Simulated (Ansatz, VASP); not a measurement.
One calculation of SnO2, two programs

```
Sn O
1.0
     4.97738    0.00000    0.00000
     0.00000    4.41233    0.00000
     0.00000    0.00000    2.98063
Sn O
2 4
Direct
  0.50000 0.50000 0.50000
  0.00000 0.00000 0.00000
  0.33481 0.26311 0.00000
  0.83481 0.23689 0.50000
  0.16519 0.76311 0.50000
  0.66519 0.73689 0.00000
```

Change from the starting cell: volume 10.910 Å^3 an atom, stretch along a over the lengths across it, relative to the relaxed cell 1.1282.

Alike in both runs: functional LDA; k mesh 6 × 6 × 10; occupations gaussian, width 0.05 eV; no spin polarisation.

Ansatz relaxed the structure, and its values are those at the end. VASP's run is a single point on that final structure, the one shown.

|  | VASP | Ansatz |
| --- | --- | --- |
| version | VASP 6.6.1 | Ansatz 0.2.0 |
| potentials or method | VASP PAW LDA potentials, release 64 (Sn_d, O), cutoff 520 eV | scalar-relativistic, plane waves, PAW |
| valence electrons in the cell | 52 | 52 |

Ansatz gave:

```
gap on the k mesh at the Fermi level (eV) : 2.50
least direct gap on the mesh (eV)         : 2.60
pressure (GPa)                            : 18.8
rms of the force components (eV/Å)        : 0.001
```

Problem. Estimate VASP's values.

Solution. gap on the k mesh at the Fermi level (eV): 2.53; least direct gap on the mesh (eV): 2.62; pressure (GPa): 20.2; rms of the force components (eV/Å): 0.022.

LDA's correlation is that of Perdew and Zunger in VASP and of Perdew and Wang (1992) in Ansatz. Ansatz's warnings: stress scf threshold loose.
